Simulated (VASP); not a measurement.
TeOs3, 4 atoms in the cell. It takes space group Pm-3m (No. 221, cubic). The conventional cell has a = 3.991 Å, b = 3.991 Å, c = 3.991 Å, α = 90.00°, β = 90.00°, γ = 90.00°. Within 3.7 Å of Te (site symmetry m-3m) lie 12 Os at 2.82 Å. Within 3.7 Å of Os (site symmetry 4/mmm) lie 4 Te at 2.82 Å and 8 Os at 2.82 Å. 

| Property | Result |
| --- | --- |
| Program | VASP 6.6.1 |
| Task | single point |
| Functional | PBE |
| Potentials or basis | VASP PAW PBE potentials, release 64 (Te, Os) |
| Cutoff | 520 eV |
| k mesh | 4 × 4 × 4 |
| Occupations | gaussian, width 0.1 eV |
| Spin | no spin polarisation |
| Dipole correction | no |
| Further INCAR settings | ALGO = Normal; EDIFF = 1e-06; NBANDS = 23 |

Potentials or basis: VASP PAW PBE potentials, release 64 (Te, Os).

Command:

```sh
$ cat potpaw_PBE.64/Te/POTCAR potpaw_PBE.64/Os/POTCAR > POTCAR
$ mpirun -np 1 vasp_std > vasp.out
```

Hardware: 1 thread of Intel Xeon 8259CL, with other jobs on the host.

Estimate the wall time of this run.

Run time: 29 s on 1 thread of Intel Xeon 8259CL (shared host), peak memory 0.17 GiB. Counts: scf iterations 13, k points 10.
